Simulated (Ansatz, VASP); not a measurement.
# ZnO in VASP and in Ansatz

Contents of POSCAR:

```
ZnO
1.0
    3.2309097002      0.0000000000      0.0000000000
   -1.6154548501      2.7980498777      0.0000000000
    0.0000000000      0.0000000000      5.2156080707
Zn O
2 2
Direct
    0.3333333333      0.6666666667     -0.0166290136
    0.6666666667      0.3333333333      0.4833709864
    0.3333333333      0.6666666667      0.3986290136
    0.6666666667      0.3333333333      0.8986290136
```

INCAR.step1

```
SYSTEM = ZnO
  PREC = Accurate
  ENCUT = 520
  ISMEAR = 0
  SIGMA = 0.01
  LREAL = .False.
  LASPH = .True.
  NELM = 60
  NBANDS = 26
  GGA = PE
  ALGO = Normal
  EDIFF = 1E-4
  LWAVE = .True.
  LCHARG = .False.
```

The input INCAR.step2:

```
SYSTEM = ZnO
  PREC = Accurate
  ENCUT = 520
  EDIFF = 1E-6
  ISMEAR = 0
  SIGMA = 0.01
  LREAL = .False.
  LASPH = .True.
  NELM = 60
  ALGO = Normal
  ISIF = 2
  LWAVE = .False.
  LCHARG = .True.
  METAGGA = R2SCAN
  LMIXTAU = .True.
  LELF = .True.
  LVHAR = .True.
  NBANDS = 26
  ISTART = 1
```

The input KPOINTS:

```
Automatic mesh
0
Gamma
  9 9 6
  0 0 0
```

Input for Ansatz:

```yaml
crystal:
  lattice:
    - [3.2309097002, 0.0, 0.0]
    - [-1.6154548501, 2.7980498777, 0.0]
    - [0.0, 0.0, 5.2156080707]
  atoms:
    - { symbol: Zn, position: [0.3333333333, 0.6666666667, -0.0166290136] }
    - { symbol: Zn, position: [0.6666666667, 0.3333333333, 0.4833709864] }
    - { symbol: O, position: [0.3333333333, 0.6666666667, 0.3986290136] }
    - { symbol: O, position: [0.6666666667, 0.3333333333, 0.8986290136] }
basis:
  ecutwfc: 500
  xc_grid: 2
kpoints:
  mp_grid: { grid: [9, 9, 6] }
hamiltonian:
  xc: r2scan
  pseudopotentials: { kind: paw, azcp: { folder: soft_1 } }
scf:
  occupations: { method: fixed }
output:
  forces: true
  stress: true
  eigenvalues: true
  polarization: {}
```

Change from the starting cell: polar distortion scaled by 0.70.

Alike in both runs: task single point; functional r2SCAN; k mesh 9 × 9 × 6; no spin polarisation.

|  | VASP | Ansatz |
| --- | --- | --- |
| version | VASP 6.6.1 | Ansatz 0.2.0 |
| potentials or method | VASP PAW PBE potentials, release 64 (Zn, O), cutoff 520 eV | scalar-relativistic, plane waves, PAW |
| occupations | gaussian, width 0.01 eV | fixed |
| valence electrons in the cell | 36 | 36 |

Ansatz gave:

| Quantity | Value |
| --- | --- |
| gap on the k mesh at the Fermi level (eV) | 1.24 |
| least direct gap on the mesh (eV) | 1.24 |
| pressure (GPa) | 2.3 |
| traceless stress, the component that is largest in VASP (GPa) | -7.85 |
| rms of the force components (eV/Å) | 0.373 |

Q: Which values does VASP return?

A: gap on the k mesh at the Fermi level (eV): 1.25; least direct gap on the mesh (eV): 1.25; pressure (GPa): 3.6; traceless stress, the component that is largest in VASP (GPa): -8.33; rms of the force components (eV/Å): 0.388.

VASP's potentials were made for PBE, not for r2SCAN. Atom by atom the forces differ by 0.015 eV/Å (rms over components).
